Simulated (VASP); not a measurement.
Runs of VASP 6.6.1 on Rh. The structure is that of space group P6_3/mmc (No. 194), or close to it. The cells are those of the table. 

```csv
task,cell,k mesh,cutoff (eV),gap on the mesh (eV),pressure (GPa)
single point,"a = 2.663, b = 2.663, c = 4.610 Å, angles 90.0, 90.0, 120.0°, 2 atoms",24 × 24 × 12,520,none,(a)
single point,"a = 2.866, b = 2.866, c = 4.142 Å, angles 90.0, 90.0, 120.0°, 2 atoms",24 × 24 × 12,520,none,(b)
single point,"a = 2.866, b = 2.866, c = 4.192 Å, angles 90.0, 90.0, 120.0°, 2 atoms",24 × 24 × 12,520,none,-14.7
single point,"a = 2.541, b = 2.541, c = 4.580 Å, angles 90.0, 90.0, 120.0°, 2 atoms",24 × 24 × 12,520,none,30.2
single point,"a = 2.650, b = 2.650, c = 4.428 Å, angles 90.0, 90.0, 120.0°, 2 atoms",24 × 24 × 12,520,none,8.2
relaxation of cell and atoms,"relaxed from a = 2.731, b = 2.731, c = 4.428 Å, angles 90.0, 90.0, 120.0°, 2 atoms",12 × 12 × 4,600,none,0.0
single point,"a = 2.698, b = 2.698, c = 4.359 Å, angles 90.0, 90.0, 120.0°, 2 atoms",12 × 12 × 4,520,none,1.3
single point,"a = 2.704, b = 2.704, c = 4.349 Å, angles 90.0, 90.0, 120.0°, 2 atoms",24 × 24 × 12,520,none,1.2
```

Alike in all rows: level r2SCAN; potentials or basis VASP PAW PBE potentials, release 64 (Rh_pv); no spin polarisation; smearing gaussian 0.1 eV.

Fill in the values left out.

(a) -5.1; (b) -11.7.

Caveats: some runs use coarse meshes; the PAW data sets were made with another functional, which shifts forces and pressure a little.

A k mesh can miss the band edges, and the runs leave out spin-orbit coupling on Rh.

A gap of «none» marks levels without a gap at the run's occupations.
